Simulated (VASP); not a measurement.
# ZnS (P6_3mc) in VASP: further runs

Runs on ZnS. Level: PBE. Tasks: single point.

All numbers are computed with VASP 6.6.1; they aren't measurements. Logs are shortened: lines on timing, memory, paths and dates and some standing lists are left out, and cuts for length are marked.

## (1) The cell of the first run

The structure is hexagonal, space group P6_3mc (No. 186). The conventional cell has a = 3.921 Å, b = 3.921 Å, c = 6.229 Å, α = 90.00°, β = 90.00°, γ = 120.00°. Within 3.1 Å of Zn (site symmetry 3m) lie 4 S at 2.35 to 2.39 Å. S (site symmetry 3m) has 4 Zn at 2.35 to 2.39 Å within 3.1 Å.

## (2) Single point, PBE (biaxial strain in the a-b plane: +2.0 %)

Contents of INCAR:

```
PREC     = Accurate       # precision mode
ENCUT    = 520            # plane-wave cutoff, eV
EDIFF    = 1E-6           # SCF threshold, eV
ISMEAR   = 0              # smearing method
SIGMA    = 0.02           # smearing width, eV
LREAL    = False          # projectors in reciprocal space
LASPH    = True           # aspherical terms in the spheres
NELM     = 80             # most SCF steps
ALGO     = Normal         # electronic algorithm
ISIF     = 2              # what is computed and relaxed
LWAVE    = False          # write WAVECAR
LCHARG   = False          # write CHGCAR
GGA      = PE             # functional
NBANDS   = 26             # bands
```

Contents of KPOINTS:

```
Automatic mesh
0
Gamma
  12 12 4
```

Contents of POSCAR:

```
ZnS
1.0
    3.9209482742      0.0000000000      0.0000000000
   -1.9604741371      3.3956408124      0.0000000000
    0.0000000000      0.0000000000      6.2289873446
Zn S
2 2
Direct
    0.3333333333      0.6666666667     -0.0010079495
    0.6666666667      0.3333333333      0.4989920505
    0.3333333333      0.6666666667      0.3760079495
    0.6666666667      0.3333333333      0.8760079495
```

Potentials or basis: VASP PAW PBE potentials, release 64 (Zn, S).

Started as:

```
> cat potpaw_PBE.64/Zn/POTCAR potpaw_PBE.64/S/POTCAR > POTCAR
> mpirun -np 1 vasp_std > vasp.out
```

OUTCAR:

```text
PREC = Accurate
   ENCUT = 520
   EDIFF = 1E-6
   ISMEAR = 0
   LREAL = False
   LASPH = True
   NELM = 80
   ISIF = 2
   GGA = PE

 ion  position               nearest neighbor table
   1  0.333  0.667  0.999-   3 2.35   4 2.39   4 2.39   4 2.39
   2  0.667  0.333  0.499-   4 2.35   3 2.39   3 2.39   3 2.39
   3  0.333  0.667  0.376-   1 2.35   2 2.39   2 2.39   2 2.39
   4  0.667  0.333  0.876-   2 2.35   1 2.39   1 2.39   1 2.39

  LATTYP: Found a hexagonal cell.
 ALAT       =     3.9209482742
 C/A-ratio  =     1.5886430804

  Lattice vectors:

 A1 = (   3.9209482742,   0.0000000000,   0.0000000000)
 A2 = (  -1.9604741371,   3.3956408124,   0.0000000000)
 A3 = (   0.0000000000,   0.0000000000,   6.2289873446)

Analysis of symmetry for initial positions (statically):
=====================================================================
 Subroutine PRICEL returns:
 Original cell was already a primitive cell.

 Routine SETGRP: Setting up the symmetry group for a
 hexagonal supercell.

 Subroutine GETGRP returns: Found 12 space group operations
 (whereof  6 operations were pure point group operations)
 out of a pool of 24 trial point group operations.

The static configuration has the point symmetry C_3v.
 The point group associated with its full space group is C_6v.

Analysis of symmetry for dynamics (positions and initial velocities):
=====================================================================
 Subroutine PRICEL returns:
 Original cell was already a primitive cell.

 Routine SETGRP: Setting up the symmetry group for a
 hexagonal supercell.

 Subroutine GETGRP returns: Found 12 space group operations
 (whereof  6 operations were pure point group operations)
 out of a pool of 24 trial point group operations.

The dynamic configuration has the point symmetry C_3v.
 The point group associated with its full space group is C_6v.

 Subroutine INISYM returns: Found 12 space group operations
 (whereof  6 operations are pure point group operations),
 and found     1 'primitive' translations

----------------------------------------------------------------------------------------

                                     Primitive cell

  volume of cell :      82.9336

  direct lattice vectors                    reciprocal lattice vectors
     3.920948274  0.000000000  0.000000000     0.255040345  0.147247612  0.000000000
    -1.960474137  3.395640812  0.000000000     0.000000000  0.294495224  0.000000000
     0.000000000  0.000000000  6.228987345     0.000000000  0.000000000  0.160539739

  length of vectors
     3.920948274  3.920948274  6.228987345     0.294495224  0.294495224  0.160539739

  position of ions in fractional coordinates (direct lattice)
     0.333333333  0.666666667  0.998992051
     0.666666667  0.333333333  0.498992051
     0.333333333  0.666666667  0.376007949
     0.666666667  0.333333333  0.876007949

  ion indices of the primitive-cell ions
   primitive index   ion index
                 1           1
                 2           2
                 3           3
                 4           4

----------------------------------------------------------------------------------------

 KPOINTS: Automatic mesh

Automatic generation of k-mesh.
 Grid dimensions read from file:
 generate k-points for:   12   12    4

 Generating k-lattice:

  Cartesian coordinates                     Fractional coordinates (reciprocal lattice)
     0.021253362  0.012270634  0.000000000     0.083333333 -0.000000000  0.000000000
     0.000000000  0.024541269  0.000000000     0.000000000  0.083333333  0.000000000
     0.000000000  0.000000000  0.040134935     0.000000000  0.000000000  0.250000000

  Length of vectors
     0.024541269  0.024541269  0.040134935

  Shift w.r.t. Gamma in fractional coordinates (k-lattice)
     0.000000000  0.000000000  0.000000000

 Subroutine IBZKPT returns following result:
 ===========================================

 Found     57 irreducible k-points:

 Following reciprocal coordinates:
            Coordinates               Weight
  0.000000  0.000000  0.000000      1.000000
  0.083333  0.000000  0.000000      6.000000
  0.166667  0.000000  0.000000      6.000000
  0.250000  0.000000  0.000000      6.000000
  0.333333 -0.000000  0.000000      6.000000
  0.416667  0.000000  0.000000      6.000000
[... 16 lines left out ...]
  0.250000  0.000000  0.250000     12.000000
  0.333333 -0.000000  0.250000     12.000000
 [... further k-points ...]
   k-points           NKPTS =     57   k-points in BZ     NKDIM =     57   number of bands    NBANDS=     26
   number of dos      NEDOS =    301   number of ions     NIONS =      4
   total plane-waves  NPLWV =  43200
   dimension x,y,z NGX =    30 NGY =   30 NGZ =   48
   dimension x,y,z NGXF=    60 NGYF=   60 NGZF=   96
   ions per type =               2   2
   NGX,Y,Z   is equivalent  to a cutoff of  12.72, 12.72, 12.81 a.u.
   NGXF,Y,Z  is equivalent  to a cutoff of  25.44, 25.44, 25.62 a.u.
 SYSTEM =  unknown system
   PREC   = accura    normal or accurate (medium, high low for compatibility)
   ISTART =      0    job   : 0-new  1-cont  2-samecut
   ICHARG =      2    charge: 1-file 2-atom 10-const
   ISPIN  =      1    spin polarized calculation?
   LNONCOLLINEAR =      F non collinear calculations
   LSORBIT =      F    spin-orbit coupling
   LASPH  =      T    aspherical Exc in radial PAW
   ENCUT  =  520.0 eV  38.22 Ry    6.18 a.u.   7.29  7.29 11.58*2*pi/ulx,y,z
   NELM   =     80;   NELMIN=  2; NELMDL= -5     # of ELM steps
   EDIFF  = 0.1E-05   stopping-criterion for ELM
   LREAL  =      F    real-space projection
   EDIFFG = 0.1E-04   stopping-criterion for IOM
   NSW    =      0    number of steps for IOM
   IBRION =     -1    ionic relax: 0-MD 1-quasi-New 2-CG
   NFREE  =      0    steps in history (QN), initial steepest desc. (CG)
   ISIF   =      2    stress and relaxation
   ISYM   =      2    0-nonsym 1-usesym 2-fastsym
   POTIM  = 0.5000    time-step for ionic-motion
   TEBEG  =    0.0;   TEEND  =   0.0 temperature during run
   PSTRESS=    0.0 pullay stress
   NELECT =      36.0000    total number of electrons
   NUPDOWN=      -1.0000    fix difference up-down
   EMIN   =  10.00;   EMAX   =-10.00  energy-range for DOS
   EFERMI =   0.00;   METHOD = LEGACY
   ISMEAR =     0;   SIGMA  =   0.02  broadening in eV -4-tet -1-fermi 0-gaus
   EFERMI_NEDOS =   21; number of points for ismear=-14 and -15
   IALGO  =     38    algorithm
   IMIX   =      4    mixing-type and parameters
     AMIX     =   0.40;   BMIX     =  1.00
     AMIX_MAG =   1.60;   BMIX_MAG =  1.00
  volume/ion in A,a.u.               =      20.73       139.92
  Fermi-wavevector in a.u.,A,eV,Ry     =   1.239554  2.342418 20.905282  1.536495
  Thomas-Fermi vector in A             =   2.374033
   LORBIT       =      0    0 simple, 1 ext, 2 COOP (PROOUT), +10 PAW based schemes
   GGA     = PE    functional components
   LHFCALC =     F    Hartree Fock is set to
   AEXX    =    0.0000 exact exchange contribution
   IVDW    =     0    specifies the selected vdW correction
   LEPSILON=     F    determine dielectric tensor
   LRPA    =     F    only Hartree local field effects (RPA)
 non-spin polarized calculation
 Gauss-broadening in eV      SIGMA  =   0.02
  energy-cutoff  :      520.00
  volume of cell :       82.93
 maximum number of plane-waves:      2259
 NGX is ok and might be reduce to    30
   NGX = 15   NGY = 15   NGZ = 23

 number of electron      35.9999969 magnetization

 Free energy of the ion-electron system (eV)
  ---------------------------------------------------
  ext. energy  EPLUGINS =         0.00000000
  ---------------------------------------------------
  free energy    TOTEN  =       -13.66706245 eV

  energy without entropy =      -13.66706245  energy(sigma->0) =      -13.66706245

 E-fermi :   1.7745     XC(G=0):  -9.3893

 val. band max:        1.6726351394   @ k =   0.0000   0.0000   0.0000
 cond. band min:       3.6541836275   @ k =   0.0000   0.0000   0.0000
 fundamental gap:      1.9815484881
 Fermi energy:         1.7745038926

 k-point     1 :       0.0000    0.0000    0.0000
  band No.  band energies     occupation
      1     -11.1577      2.00000
      2     -10.2530      2.00000
      3      -4.4868      2.00000
      4      -4.4692      2.00000
      5      -4.4692      2.00000
      6      -4.3913      2.00000
[... 18 lines left out ...]
     25       9.2811      0.00000
     26      10.8851      0.00000

 k-point     2 :       0.0833    0.0000    0.0000
  band No.  band energies     occupation
      1     -11.1160      2.00000
      2     -10.2320      2.00000
      3      -4.4839      2.00000
      4      -4.4651      2.00000
      5      -4.4610      2.00000
      6      -4.3864      2.00000
[... 18 lines left out ...]
     25       9.4787      0.00000
     26      10.6007      0.00000

 k-point     3 :       0.1667    0.0000    0.0000
  band No.  band energies     occupation
      1     -10.9968      2.00000
      2     -10.1760      2.00000
      3      -4.4806      2.00000
      4      -4.4474      2.00000
      5      -4.4396      2.00000
      6      -4.3684      2.00000
[... 18 lines left out ...]
     25       9.9510      0.00000
     26      10.0273      0.00000

 k-point     4 :       0.2500    0.0000    0.0000
  band No.  band energies     occupation
      1     -10.8181      2.00000
      2     -10.1049      2.00000
      3      -4.4734      2.00000
      4      -4.4197      2.00000
      5      -4.4140      2.00000
      6      -4.3291      2.00000
[... 18 lines left out ...]
     25      10.0205      0.00000
     26      10.6346      0.00000

 k-point     5 :       0.3333   -0.0000    0.0000
  band No.  band energies     occupation
      1     -10.6121      2.00000
      2     -10.0475      2.00000
      3      -4.4620      2.00000
      4      -4.3935      2.00000
      5      -4.3781      2.00000
      6      -4.2634      2.00000
[... 18 lines left out ...]
     25      10.4527      0.00000
     26      11.0698      0.00000

 k-point     6 :       0.4167    0.0000    0.0000
  band No.  band energies     occupation
      1     -10.4287      2.00000
      2     -10.0286      2.00000
      3      -4.4554      2.00000
      4      -4.3822      2.00000
      5      -4.3136      2.00000
      6      -4.2138      2.00000
[... 427 lines left out ...]
 k-point    21 :       0.0833    0.0000    0.2500
  band No.  band energies     occupation
      1     -11.0023      2.00000
      2     -10.3800      2.00000
      3      -4.4923      2.00000
      4      -4.4562      2.00000
      5      -4.4531      2.00000
      6      -4.4035      2.00000
[... 18 lines left out ...]
     25       9.1104      0.00000
     26      10.0723      0.00000

 k-point    22 :       0.1667    0.0000    0.2500
  band No.  band energies     occupation
      1     -10.8894      2.00000
      2     -10.3107      2.00000
      3      -4.4906      2.00000
      4      -4.4414      2.00000
      5      -4.4294      2.00000
      6      -4.3862      2.00000
[... 18 lines left out ...]
     25       9.6408      0.00000
     26      10.0398      0.00000

 k-point    23 :       0.2500    0.0000    0.2500
  band No.  band energies     occupation
      1     -10.7217      2.00000
      2     -10.2178      2.00000
      3      -4.4842      2.00000
      4      -4.4245      2.00000
      5      -4.3998      2.00000
      6      -4.3440      2.00000
[... 18 lines left out ...]
     25      10.0684      0.00000
     26      10.3976      0.00000

 k-point    24 :       0.3333   -0.0000    0.2500
  band No.  band energies     occupation
      1     -10.5318      2.00000
      2     -10.1319      2.00000
      3      -4.4748      2.00000
      4      -4.3999      2.00000
      5      -4.3742      2.00000
      6      -4.2759      2.00000
[... 18 lines left out ...]
     25      10.3169      0.00000
     26      11.2309      0.00000

 [... further k-points ...]

------------------------ aborting loop because EDIFF is reached ----------------------------------------

  FORCE on cell =-STRESS in cart. coord.  units (eV):
  Direction    XX          YY          ZZ          XY          YZ          ZX
  --------------------------------------------------------------------------------------
  -------------------------------------------------------------------------------------
  Total       -1.3716109     -1.3716109      0.3650153      0.0000000      0.0000000      0.0000000
  in kB      -26.4978848    -26.4978848      7.0516593      0.0000000      0.0000000      0.0000000
  external PRESSURE =     -15.3147034 kB  Pullay stress =       0.0000000 kB

 VOLUME and BASIS-vectors are now :
 -----------------------------------------------------------------------------
  energy-cutoff  :      520.00
  volume of cell :       82.93
      direct lattice vectors                 reciprocal lattice vectors
     3.920948274  0.000000000  0.000000000     0.255040345  0.147247612  0.000000000
    -1.960474137  3.395640812  0.000000000     0.000000000  0.294495224  0.000000000
     0.000000000  0.000000000  6.228987345     0.000000000  0.000000000  0.160539739

 POSITION                                       TOTAL-FORCE (eV/Angst)
 -----------------------------------------------------------------------------------
     -0.00000      2.26376      6.22271         0.000000      0.000000     -0.091999
      1.96047      1.13188      3.10822         0.000000      0.000000     -0.091999
     -0.00000      2.26376      2.34215        -0.000000      0.000000      0.091999
      1.96047      1.13188      5.45664         0.000000      0.000000      0.091999
 -----------------------------------------------------------------------------------
    total drift:                               -0.000001     -0.000001     -0.000318

  FREE ENERGIE OF THE ION-ELECTRON SYSTEM (eV)
  ---------------------------------------------------
  free  energy   TOTEN  =       -13.6670624542 eV

  energy  without entropy=      -13.6670624542  energy(sigma->0) =      -13.66706245
```

Wall time 54 s (1 thread of Intel Xeon 6975P-C (Granite Rapids), shared host); peak memory 0.25 GiB.

What came out:

```
Free energy            : -13.6671 eV
Pressure               : -1.5 GPa
Largest force          : 0.092 eV/Å
Band gap on the k mesh : 1.98 eV
```

Forces on the atoms (eV/Å):
```
Zn   0.000  0.000 -0.092
Zn   0.000  0.000 -0.092
S    0.000  0.000  0.092
S    0.000  0.000  0.092
```

Levels at points of the mesh, in eV from the valence-band top:
```tsv
k point	band 15	band 16	band 17	band 18	band 19	band 20	band 21	band 22
(0.00, 0.00, 0.00)	-0.93	-0.04	-0.04	0.00	1.98	2.77	6.21	6.21
(0.50, 0.00, 0.00)	-3.03	-2.14	-1.52	-0.80	3.56	4.15	5.30	6.89
(0.00, 0.00, 0.50)	-0.50	-0.50	-0.50	-0.50	3.29	3.29	6.65	6.65
(0.50, 0.00, 0.50)	-1.52	-1.52	-1.41	-1.41	3.58	3.58	5.30	5.30
```

Caveat: the cell differs from its parent crystal (biaxial strain in the a-b plane: +2.0 %).

## (3) Single point, PBE (biaxial strain in the a-b plane: +3.0 %)

Contents of INCAR:

```
PREC = Accurate
ENCUT = 520
EDIFF = 1E-7
ISMEAR = 0
SIGMA = 0.02
LREAL = False
LASPH = True
NELM = 80
ALGO = Normal
ISIF = 2
LWAVE = False
LCHARG = False
GGA = PE
NBANDS = 26
```

Contents of KPOINTS:

```
regular mesh
0
Gamma
  12 12 4
```

Contents of POSCAR:

```
ZnS
1.0
    3.9593889435      0.0000000000      0.0000000000
   -1.9796944718      3.4289314086      0.0000000000
    0.0000000000      0.0000000000      6.1911594862
Zn S
2 2
Direct
    0.3333333333      0.6666666667     -0.0023002354
    0.6666666667      0.3333333333      0.4976997646
    0.3333333333      0.6666666667      0.3773002354
    0.6666666667      0.3333333333      0.8773002354
```

Potentials or basis: VASP PAW PBE potentials, release 64 (Zn, S).

Started as:

```
> cat potpaw_PBE.64/Zn/POTCAR potpaw_PBE.64/S/POTCAR > POTCAR
> mpirun -np 1 vasp_std > vasp.out
```

Run time: 63 s. Hardware: 1 thread of Intel Xeon 6975P-C (Granite Rapids), shared host; peak memory 0.25 GiB.

It converged, with:

```
Free energy            : -13.6349 eV
Pressure               : -2.3 GPa
Largest force          : 0.086 eV/Å
Band gap on the k mesh : 1.89 eV
```

Forces on the atoms (eV/Å):
```
Zn   0.000  0.000 -0.086
Zn   0.000  0.000 -0.086
S    0.000  0.000  0.086
S    0.000  0.000  0.086
```

Stress tensor (GPa, compression positive):
```
-3.81  0.00  0.00
 0.00 -3.81  0.00
 0.00  0.00  0.76
```

Levels at points of the mesh, in eV from the valence-band top:
```
           k point  band 16  band 17  band 18  band 19  band 20  band 21
(0.00, 0.00, 0.00)    -0.09    -0.09     0.00     1.89     2.58     6.12
(0.50, 0.00, 0.00)    -2.18    -1.50    -0.83     3.45     4.10     5.35
(0.00, 0.00, 0.50)    -0.56    -0.56    -0.56     3.16     3.16     6.56
(0.50, 0.00, 0.50)    -1.55    -1.35    -1.35     3.57     3.57     5.29
```

Caveat: the cell differs from its parent crystal (biaxial strain in the a-b plane: +3.0 %). A k mesh can miss the band edges.

## (4) Single point, PBE (biaxial strain in the a-b plane: +3.0 %, then relaxed in part)

Contents of INCAR:

```
PREC = Accurate ; ENCUT = 520
EDIFF = 1E-6 ; ISMEAR = 0
SIGMA = 0.02 ; LREAL = False
LASPH = True ; NELM = 60
ALGO = Normal ; ISIF = 2
LWAVE = False ; LCHARG = False
GGA = PE ; NBANDS = 26
```

KPOINTS is that of step 3.

Contents of POSCAR:

```
ZnS
1.0
    3.9593889435      0.0000000000      0.0000000000
   -1.9796944718      3.4289314086      0.0000000000
    0.0000000000      0.0000000000      6.2030998647
Zn S
2 2
Direct
    0.3333333333      0.6666666667     -0.0034433876
    0.6666666667      0.3333333333      0.4965566124
    0.3333333333      0.6666666667      0.3784433876
    0.6666666667      0.3333333333      0.8784433876
```

Started as:

```
> cat potpaw_PBE.64/Zn/POTCAR potpaw_PBE.64/S/POTCAR > POTCAR
> mpirun -np 1 vasp_std > vasp.out
```

It took 54 s on 1 thread of Intel Xeon 6975P-C (Granite Rapids), shared host; peak memory 0.25 GiB.

Results (log left out):

```
Free energy            : -13.6366 eV
Pressure               : -2.5 GPa
Band gap on the k mesh : 1.87 eV
```

Forces in eV/Å, atoms in the order of the input:
```
Zn   0.000  0.000 -0.002
Zn   0.000  0.000 -0.002
S    0.000  0.000  0.002
S    0.000  0.000  0.002
```

Stress tensor (GPa, compression positive):
```
-3.75  0.00  0.00
 0.00 -3.75  0.00
 0.00  0.00  0.12
```

Levels at points of the mesh, in eV from the valence-band top:
| k point | band 14 | band 15 | band 16 | band 17 | band 18 | band 19 | band 20 | band 21 | band 22 | band 23 |
| --- | --- | --- | --- | --- | --- | --- | --- | --- | --- | --- |
| (0.00, 0.00, 0.00) | -0.99 | -0.99 | -0.10 | -0.10 | 0.00 | 1.87 | 2.55 | 6.11 | 6.11 | 7.03 |
| (0.50, 0.00, 0.00) | -3.85 | -2.97 | -2.18 | -1.49 | -0.86 | 3.44 | 4.07 | 5.34 | 6.91 | 7.40 |
| (0.00, 0.00, 0.50) | -2.60 | -0.57 | -0.57 | -0.57 | -0.57 | 3.13 | 3.13 | 6.54 | 6.54 | 6.54 |
| (0.50, 0.00, 0.50) | -4.60 | -1.57 | -1.57 | -1.35 | -1.35 | 3.56 | 3.56 | 5.25 | 5.25 | 8.72 |

Caveat: the cell differs from its parent crystal (biaxial strain in the a-b plane: +3.0 %, then relaxed in part).

## (5) Summary

```tsv
cell	gap on the mesh (eV)	pressure (GPa)	largest force (eV/Å)
a = 3.921, b = 3.921, c = 6.229 Å, angles 90.0, 90.0, 120.0°, 4 atoms, atomic positions A	1.98	-1.5	0.09
a = 3.959, b = 3.959, c = 6.191 Å, angles 90.0, 90.0, 120.0°, 4 atoms, atomic positions B	1.89	-2.3	0.09
a = 3.959, b = 3.959, c = 6.203 Å, angles 90.0, 90.0, 120.0°, 4 atoms, atomic positions C	1.87	-2.5	-
```

Alike in all rows: task single point; level PBE; potentials or basis VASP PAW PBE potentials, release 64 (Zn, S); no spin polarisation; k mesh 12 × 12 × 4; cutoff (eV) 520; smearing gaussian 0.02 eV.

Total energies depend on the potentials used, so only differences within one code and one set of settings carry meaning.
